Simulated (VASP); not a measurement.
The system is AlNi.

```
Al Ni
1.0
     2.88100    0.00000    0.00000
     0.00000    2.88100    0.00000
     0.00000    0.00000    2.88100
Al Ni
1 1
Cartesian
  0.0000 0.0000 0.0000
  1.4405 1.4405 1.4405
```

| Quantity | Value |
| --- | --- |
| Program | VASP 6.6.1 |
| Task | relaxation of cell and atoms |
| Functional | LDA |
| Potentials or basis | VASP PAW LDA potentials, release 64 (Al, Ni) |
| Cutoff | 600 eV |
| k mesh | 12 × 12 × 12 |
| Occupations | fermi-dirac, width 0.08 eV |
| Spin | no spin polarisation |

At the start: pressure -8.2 GPa; volume 11.96 Å³/atom.

Problem. How do energy, volume and symmetry change on relaxing?

Solution. Over 6 steps the energy falls by 15.2 meV/atom and the volume is 11.38 Å³/atom (-4.8 %); space group Pm-3m (No. 221, to 0.1 Å) before and after.

The path:
```
step  energy change (eV)  largest force (eV/Å)  pressure (GPa)  volume (Å³)
   1              0.0000                0.0000           -8.18        23.91
   2             -0.0080                0.0000            8.21        21.86
   3             -0.0305                0.0000           -0.06        22.78
   4             -0.0305                0.0000            0.11        22.75
   5             -0.0305                0.0000           -0.05        22.78
   6             -0.0305                0.0000           -0.01        22.77
```

Final structure:
```
Al Ni
1.0
     2.83432    0.00000    0.00000
     0.00000    2.83432    0.00000
     0.00000    0.00000    2.83432
Al Ni
1 1
Direct
  0.00000 0.00000 0.00000
  0.50000 0.50000 0.50000
```
